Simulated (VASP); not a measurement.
# F (Fm-3m) in VASP: further runs

The runs below take F through single point, with PBE.

Everything below comes from runs of VASP 6.6.1. Logs are shortened: lines on timing, memory, paths and dates and some standing lists are left out, and cuts for length are marked.

## Step 1: The cell of the first run

The structure is cubic, space group Fm-3m (No. 225). The conventional cell has a = 3.504 Å, b = 3.504 Å, c = 3.504 Å, α = 90.00°, β = 90.00°, γ = 90.00°. Within 3.3 Å of F (site symmetry m-3m) lie 12 F at 2.48 Å.

## Step 2: Single point, PBE

INCAR

```
SYSTEM = F
PREC     = Accurate       ! precision mode
ENCUT    = 520            ! plane-wave cutoff, eV
EDIFF    = 1E-7           ! SCF threshold, eV
ISMEAR   = -1             ! smearing method
SIGMA    = 0.06122561905347299 ! smearing width, eV
LREAL    = .FALSE.        ! projectors in reciprocal space
LASPH    = .TRUE.         ! aspherical terms in the spheres
NELM     = 60             ! most SCF steps
ALGO     = Normal         ! electronic algorithm
ISIF     = 2              ! what is computed and relaxed
LWAVE    = .FALSE.        ! write WAVECAR
LCHARG   = .FALSE.        ! write CHGCAR
GGA      = PE             ! functional
NBANDS   = 10             ! bands
```

KPOINTS

```
regular mesh
0
G
  54 54 54
  0 0 0
```

POSCAR

```
F
1.0
    0.0000000000      1.7518458673      1.7518458673
    1.7518458673      0.0000000000      1.7518458673
    1.7518458673      1.7518458673      0.0000000000
F
1
Direct
    0.0000000000      0.0000000000      0.0000000000
```

Potentials or basis: VASP PAW PBE potentials, release 64 (F).

On the command line:

```bash
cat potpaw_PBE.64/F/POTCAR > POTCAR
mpirun -np 1 vasp_std > vasp.out
```

OUTCAR:

```text
SYSTEM = F
   PREC = Accurate
   ENCUT = 520
   EDIFF = 1E-7
   ISMEAR = -1
   LREAL = .FALSE.
   LASPH = .TRUE.
   NELM = 60
   ISIF = 2
   GGA = PE

 ion  position               nearest neighbor table
   1  0.000  0.000  0.000-

  LATTYP: Found a face centered cubic cell.
 ALAT       =     3.5036917346

  Lattice vectors:

 A1 = (   0.0000000000,   1.7518458673,   1.7518458673)
 A2 = (   1.7518458673,   0.0000000000,   1.7518458673)
 A3 = (   1.7518458673,   1.7518458673,   0.0000000000)

Analysis of symmetry for initial positions (statically):
=====================================================================
 Subroutine PRICEL returns:
 Original cell was already a primitive cell.

 Routine SETGRP: Setting up the symmetry group for a
 face centered cubic supercell.

 Subroutine GETGRP returns: Found 48 space group operations
 (whereof 48 operations were pure point group operations)
 out of a pool of 48 trial point group operations.

The static configuration has the point symmetry O_h .

Analysis of symmetry for dynamics (positions and initial velocities):
=====================================================================
 Subroutine PRICEL returns:
 Original cell was already a primitive cell.

 Routine SETGRP: Setting up the symmetry group for a
 face centered cubic supercell.

 Subroutine GETGRP returns: Found 48 space group operations
 (whereof 48 operations were pure point group operations)
 out of a pool of 48 trial point group operations.

The dynamic configuration has the point symmetry O_h .

 Subroutine INISYM returns: Found 48 space group operations
 (whereof 48 operations are pure point group operations),
 and found     1 'primitive' translations

----------------------------------------------------------------------------------------

                                     Primitive cell

  volume of cell :      10.7527

  direct lattice vectors                    reciprocal lattice vectors
     0.000000000  1.751845867  1.751845867    -0.285413237  0.285413237  0.285413237
     1.751845867  0.000000000  1.751845867     0.285413237 -0.285413237  0.285413237
     1.751845867  1.751845867  0.000000000     0.285413237  0.285413237 -0.285413237

  length of vectors
     2.477484185  2.477484185  2.477484185     0.494350228  0.494350228  0.494350228

  position of ions in fractional coordinates (direct lattice)
     0.000000000  0.000000000  0.000000000

  ion indices of the primitive-cell ions
   primitive index   ion index
                 1           1

----------------------------------------------------------------------------------------

 KPOINTS: regular mesh

Automatic generation of k-mesh.
 Grid dimensions read from file:
 generate k-points for:   54   54   54

 Generating k-lattice:

  Cartesian coordinates                     Fractional coordinates (reciprocal lattice)
    -0.005285430  0.005285430  0.005285430     0.018518519  0.000000000  0.000000000
     0.005285430 -0.005285430  0.005285430     0.000000000  0.018518519  0.000000000
     0.005285430  0.005285430 -0.005285430     0.000000000  0.000000000  0.018518519

  Length of vectors
     0.009154634  0.009154634  0.009154634

  Shift w.r.t. Gamma in fractional coordinates (k-lattice)
     0.000000000  0.000000000  0.000000000

 Subroutine IBZKPT returns following result:
 ===========================================

 Found   3864 irreducible k-points:

 Following reciprocal coordinates:
            Coordinates               Weight
  0.000000  0.000000  0.000000      1.000000
  0.018519  0.000000  0.000000      8.000000
  0.037037  0.000000  0.000000      8.000000
  0.055556  0.000000  0.000000      8.000000
  0.074074  0.000000  0.000000      8.000000
  0.092593  0.000000  0.000000      8.000000
[... 16 lines left out ...]
  0.407407  0.000000  0.000000      8.000000
  0.425926  0.000000  0.000000      8.000000
 [... further k-points ...]
   k-points           NKPTS =   3864   k-points in BZ     NKDIM =   3864   number of bands    NBANDS=     10
   number of dos      NEDOS =    301   number of ions     NIONS =      1
   total plane-waves  NPLWV =   5832
   dimension x,y,z NGX =    18 NGY =   18 NGZ =   18
   dimension x,y,z NGXF=    36 NGYF=   36 NGZF=   36
   ions per type =               1
   NGX,Y,Z   is equivalent  to a cutoff of  12.08, 12.08, 12.08 a.u.
   NGXF,Y,Z  is equivalent  to a cutoff of  24.16, 24.16, 24.16 a.u.
 SYSTEM =  F
   PREC   = accura    normal or accurate (medium, high low for compatibility)
   ISTART =      0    job   : 0-new  1-cont  2-samecut
   ICHARG =      2    charge: 1-file 2-atom 10-const
   ISPIN  =      1    spin polarized calculation?
   LNONCOLLINEAR =      F non collinear calculations
   LSORBIT =      F    spin-orbit coupling
   LASPH  =      T    aspherical Exc in radial PAW
   ENCUT  =  520.0 eV  38.22 Ry    6.18 a.u.   4.61  4.61  4.61*2*pi/ulx,y,z
   NELM   =     60;   NELMIN=  2; NELMDL= -5     # of ELM steps
   EDIFF  = 0.1E-06   stopping-criterion for ELM
   LREAL  =      F    real-space projection
   EDIFFG = 0.1E-05   stopping-criterion for IOM
   NSW    =      0    number of steps for IOM
   IBRION =     -1    ionic relax: 0-MD 1-quasi-New 2-CG
   NFREE  =      0    steps in history (QN), initial steepest desc. (CG)
   ISIF   =      2    stress and relaxation
   ISYM   =      2    0-nonsym 1-usesym 2-fastsym
   POTIM  = 0.5000    time-step for ionic-motion
   TEBEG  =    0.0;   TEEND  =   0.0 temperature during run
   PSTRESS=    0.0 pullay stress
   NELECT =       7.0000    total number of electrons
   NUPDOWN=      -1.0000    fix difference up-down
   EMIN   =  10.00;   EMAX   =-10.00  energy-range for DOS
   EFERMI =   0.00;   METHOD = LEGACY
   ISMEAR =    -1;   SIGMA  =   0.06  broadening in eV -4-tet -1-fermi 0-gaus
   EFERMI_NEDOS =   21; number of points for ismear=-14 and -15
   IALGO  =     38    algorithm
   IMIX   =      4    mixing-type and parameters
     AMIX     =   0.40;   BMIX     =  1.00
     AMIX_MAG =   1.60;   BMIX_MAG =  1.00
  volume/ion in A,a.u.               =      10.75        72.56
  Fermi-wavevector in a.u.,A,eV,Ry     =   1.418845  2.681228 27.390176  2.013121
  Thomas-Fermi vector in A             =   2.539928
   LORBIT       =      0    0 simple, 1 ext, 2 COOP (PROOUT), +10 PAW based schemes
   GGA     = PE    functional components
   LHFCALC =     F    Hartree Fock is set to
   AEXX    =    0.0000 exact exchange contribution
   IVDW    =     0    specifies the selected vdW correction
   LEPSILON=     F    determine dielectric tensor
   LRPA    =     F    only Hartree local field effects (RPA)
 non-spin polarized calculation
  energy-cutoff  :      520.00
  volume of cell :       10.75
 maximum number of plane-waves:       303
   NGX =  9   NGY =  9   NGZ =  9

 number of electron       6.9999984 magnetization

 Free energy of the ion-electron system (eV)
  ---------------------------------------------------
  ext. energy  EPLUGINS =         0.00000000
  ---------------------------------------------------
  free energy    TOTEN  =        -0.78044103 eV

  energy without entropy =       -0.74319355  energy(sigma->0) =       -0.76181729

 E-fermi :  -4.0375     XC(G=0):  -9.9770

 val. band max:       -4.0378709647   @ k =  -0.4630   0.1481   0.0556
 cond. band min:      -4.0374967781   @ k =  -0.3704   0.1667   0.0741
 fundamental gap:      0.0003741867
 Fermi energy:        -4.0375496870

 k-point     1 :       0.0000    0.0000    0.0000
  band No.  band energies     occupation
      1     -25.3458      2.00000
      2      -3.5549      0.00075
      3      -3.5549      0.00075
      4      -3.5549      0.00075
      5       9.2561      0.00000
      6      30.4228      0.00000
      7      30.4228      0.00000
      8      30.4228      0.00000
      9      34.2183      0.00000
     10      40.1895      0.00000

 k-point     2 :       0.0185    0.0000    0.0000
  band No.  band energies     occupation
      1     -25.3418      2.00000
      2      -3.5707      0.00098
      3      -3.5562      0.00077
      4      -3.5562      0.00077
      5       9.2749      0.00000
      6      30.2577      0.00000
      7      30.4291      0.00000
      8      30.4291      0.00000
      9      34.3841      0.00000
     10      39.5716      0.00000

 k-point     3 :       0.0370    0.0000    0.0000
  band No.  band energies     occupation
      1     -25.3297      2.00000
      2      -3.6179      0.00211
      3      -3.5600      0.00082
      4      -3.5600      0.00082
      5       9.3310      0.00000
      6      29.8316      0.00000
      7      30.4474      0.00000
      8      30.4474      0.00000
      9      34.8054      0.00000
     10      38.9874      0.00000

 k-point     4 :       0.0556    0.0000    0.0000
  band No.  band energies     occupation
      1     -25.3095      2.00000
      2      -3.6951      0.00742
      3      -3.5664      0.00091
      4      -3.5664      0.00091
      5       9.4234      0.00000
      6      29.2616      0.00000
      7      30.4758      0.00000
      8      30.4758      0.00000
      9      35.3426      0.00000
     10      38.4402      0.00000
[... 222 lines left out ...]
 k-point    22 :       0.3889    0.0000    0.0000
  band No.  band energies     occupation
      1     -24.1553      2.00000
      2      -7.1236      2.00000
      3      -3.8804      0.14262
      4      -3.8804      0.14262
      5      14.4814      0.00000
      6      19.0746      0.00000
      7      28.8027      0.00000
      8      28.8027      0.00000
      9      32.8347      0.00000
     10      39.2832      0.00000

 k-point    23 :       0.4074    0.0000    0.0000
  band No.  band energies     occupation
      1     -24.1023      2.00000
      2      -7.2520      2.00000
      3      -3.8927      0.17162
      4      -3.8927      0.17161
      5      14.8159      0.00000
      6      18.6723      0.00000
      7      28.6840      0.00000
      8      28.6840      0.00000
      9      32.7684      0.00000
     10      39.7049      0.00000

 k-point    24 :       0.4259    0.0000    0.0000
  band No.  band energies     occupation
      1     -24.0576      2.00000
      2      -7.3592      2.00000
      3      -3.9030      0.19983
      4      -3.9030      0.19982
      5      15.1455      0.00000
      6      18.2874      0.00000
      7      28.5851      0.00000
      8      28.5851      0.00000
      9      32.7181      0.00000
     10      40.0976      0.00000

 [... further k-points ...]

------------------------ aborting loop because EDIFF is reached ----------------------------------------

  FORCE on cell =-STRESS in cart. coord.  units (eV):
  Direction    XX          YY          ZZ          XY          YZ          ZX
  --------------------------------------------------------------------------------------
  -------------------------------------------------------------------------------------
  Total       -0.2037498     -0.2037498     -0.2037498      0.0000000      0.0000000     -0.0000000
  in kB      -30.3591837    -30.3591837    -30.3591837      0.0000000      0.0000000     -0.0000000
  external PRESSURE =     -30.3591837 kB  Pullay stress =       0.0000000 kB

 VOLUME and BASIS-vectors are now :
 -----------------------------------------------------------------------------
  energy-cutoff  :      520.00
  volume of cell :       10.75
      direct lattice vectors                 reciprocal lattice vectors
     0.000000000  1.751845867  1.751845867    -0.285413237  0.285413237  0.285413237
     1.751845867  0.000000000  1.751845867     0.285413237 -0.285413237  0.285413237
     1.751845867  1.751845867  0.000000000     0.285413237  0.285413237 -0.285413237

 POSITION                                       TOTAL-FORCE (eV/Angst)
 -----------------------------------------------------------------------------------
      0.00000      0.00000      0.00000         0.000000      0.000000      0.000000
 -----------------------------------------------------------------------------------
    total drift:                                0.000000     -0.000000     -0.000000

  FREE ENERGIE OF THE ION-ELECTRON SYSTEM (eV)
  ---------------------------------------------------
  free  energy   TOTEN  =        -0.7804410345 eV

  energy  without entropy=       -0.7431935540  energy(sigma->0) =       -0.76181729
```

Wall time 1.9 min (1 thread of Intel Xeon 6975P-C (Granite Rapids), shared host); peak memory 0.42 GiB.

What came out:

```
Free energy            : -0.7804 eV
Pressure               : -3.0 GPa
Band gap on the k mesh : zero (an odd number of electrons rules out a gap without spin polarisation)
```

Caveat: the cell stands under tension; an odd number of electrons without spin polarisation forces a metal; a magnetic or distorted state may lie lower.

## Step 3: Single point, PBE

This run uses another cell than the first one, of 10.14 Å³/atom.

INCAR

```
ALGO = Normal
EDIFF = 1E-7
ENCUT = 520
GGA = PE
ISIF = 2
ISMEAR = -1
LASPH = T
LCHARG = T
LELF = T
LREAL = F
LVHAR = T
LWAVE = F
NBANDS = 10
NELM = 100
PREC = Accurate
SIGMA = 0.06122561905347299
```

KPOINTS

```
k-points
0
Gamma
  54 54 54
```

POSCAR

```
F
1.0
    0.0000000000      1.7181481331      1.7181481331
    1.7181481331      0.0000000000      1.7181481331
    1.7181481331      1.7181481331      0.0000000000
F
1
Direct
    0.0000000000      0.0000000000      0.0000000000
```

Potentials or basis: VASP PAW PBE potentials, release 64 (F).

On the command line:

```bash
cat potpaw_PBE.64/F/POTCAR > POTCAR
mpirun -np 1 vasp_std > vasp.out
```

OUTCAR:

```text
EDIFF = 1E-7
   ENCUT = 520
   GGA = PE
   ISIF = 2
   ISMEAR = -1
   LASPH = T
   LREAL = F
   NELM = 100
   PREC = Accurate

 ion  position               nearest neighbor table
   1  0.000  0.000  0.000-

  LATTYP: Found a face centered cubic cell.
 ALAT       =     3.4362962662

  Lattice vectors:

 A1 = (   0.0000000000,   1.7181481331,   1.7181481331)
 A2 = (   1.7181481331,   0.0000000000,   1.7181481331)
 A3 = (   1.7181481331,   1.7181481331,   0.0000000000)

Analysis of symmetry for initial positions (statically):
=====================================================================
 Subroutine PRICEL returns:
 Original cell was already a primitive cell.

 Routine SETGRP: Setting up the symmetry group for a
 face centered cubic supercell.

 Subroutine GETGRP returns: Found 48 space group operations
 (whereof 48 operations were pure point group operations)
 out of a pool of 48 trial point group operations.

The static configuration has the point symmetry O_h .

Analysis of symmetry for dynamics (positions and initial velocities):
=====================================================================
 Subroutine PRICEL returns:
 Original cell was already a primitive cell.

 Routine SETGRP: Setting up the symmetry group for a
 face centered cubic supercell.

 Subroutine GETGRP returns: Found 48 space group operations
 (whereof 48 operations were pure point group operations)
 out of a pool of 48 trial point group operations.

The dynamic configuration has the point symmetry O_h .

 Subroutine INISYM returns: Found 48 space group operations
 (whereof 48 operations are pure point group operations),
 and found     1 'primitive' translations

----------------------------------------------------------------------------------------

                                     Primitive cell

  volume of cell :      10.1441

  direct lattice vectors                    reciprocal lattice vectors
     0.000000000  1.718148133  1.718148133    -0.291010996  0.291010996  0.291010996
[... 109 lines left out ...]
   GGA     = PE    functional components
   LHFCALC =     F    Hartree Fock is set to
   AEXX    =    0.0000 exact exchange contribution
   IVDW    =     0    specifies the selected vdW correction
   LEPSILON=     F    determine dielectric tensor
   LRPA    =     F    only Hartree local field effects (RPA)
 non-spin polarized calculation
  energy-cutoff  :      520.00
  volume of cell :       10.14
 maximum number of plane-waves:       290
   NGX =  9   NGY =  9   NGZ =  9

 number of electron       7.0000001 magnetization

 Free energy of the ion-electron system (eV)
  ---------------------------------------------------
  ext. energy  EPLUGINS =         0.00000000
  ---------------------------------------------------
  free energy    TOTEN  =        -0.78507279 eV

  energy without entropy =       -0.75091873  energy(sigma->0) =       -0.76799576

 E-fermi :  -3.5385     XC(G=0): -10.2938

 val. band max:       -3.5386442687   @ k =   0.4444   0.1481   0.0370
 cond. band min:      -3.5384754343   @ k =   0.3148   0.1481   0.0000
 fundamental gap:      0.0001688343
 Fermi energy:        -3.5384882793

 k-point     1 :       0.0000    0.0000    0.0000
  band No.  band energies     occupation
      1     -25.1718      2.00000
      2      -3.0077      0.00034
      3      -3.0077      0.00034
      4      -3.0077      0.00034
      5      10.2223      0.00000
      6      31.6266      0.00000
      7      31.6266      0.00000
      8      31.6266      0.00000
      9      35.5718      0.00000
     10      41.7892      0.00000
[... 287 lines left out ...]
 k-point    24 :       0.4259    0.0000    0.0000
  band No.  band energies     occupation
      1     -23.6934      2.00000
      2      -7.1836      2.00000
      3      -3.3890      0.16005
      4      -3.3890      0.16004
      5      16.1648      0.00000
      6      19.3332      0.00000
      7      29.7214      0.00000
      8      29.7214      0.00000
      9      34.0494      0.00000
     10      41.8815      0.00000

 [... further k-points ...]

------------------------ aborting loop because EDIFF is reached ----------------------------------------

  FORCE on cell =-STRESS in cart. coord.  units (eV):
  Direction    XX          YY          ZZ          XY          YZ          ZX
  --------------------------------------------------------------------------------------
  -------------------------------------------------------------------------------------
  Total       -0.0370469     -0.0370469     -0.0370469     -0.0000000     -0.0000000      0.0000000
  in kB       -5.8512781     -5.8512781     -5.8512781     -0.0000000     -0.0000000      0.0000000
  external PRESSURE =      -5.8512781 kB  Pullay stress =       0.0000000 kB

 VOLUME and BASIS-vectors are now :
 -----------------------------------------------------------------------------
  energy-cutoff  :      520.00
  volume of cell :       10.14
      direct lattice vectors                 reciprocal lattice vectors
     0.000000000  1.718148133  1.718148133    -0.291010996  0.291010996  0.291010996
     1.718148133  0.000000000  1.718148133     0.291010996 -0.291010996  0.291010996
     1.718148133  1.718148133  0.000000000     0.291010996  0.291010996 -0.291010996

 POSITION                                       TOTAL-FORCE (eV/Angst)
 -----------------------------------------------------------------------------------
      0.00000      0.00000      0.00000         0.000000      0.000000     -0.000000
 -----------------------------------------------------------------------------------
    total drift:                                0.000000     -0.000000      0.000000

  FREE ENERGIE OF THE ION-ELECTRON SYSTEM (eV)
  ---------------------------------------------------
  free  energy   TOTEN  =        -0.7850727853 eV

  energy  without entropy=       -0.7509187280  energy(sigma->0) =       -0.76799576
```

It took 3.8 min on 1 thread of Oxide Virtual Turin-like, shared host; peak memory 0.37 GiB.

What came out:

```yaml
Free_energy: -0.7851 eV
Pressure: -0.6 GPa
Band_gap_on_the_k_mesh: zero (an odd number of electrons rules out a gap without spin polarisation)
```

Caveat: an odd number of electrons without spin polarisation forces a metal; a magnetic or distorted state may lie lower.

[end of part 1 of 2]
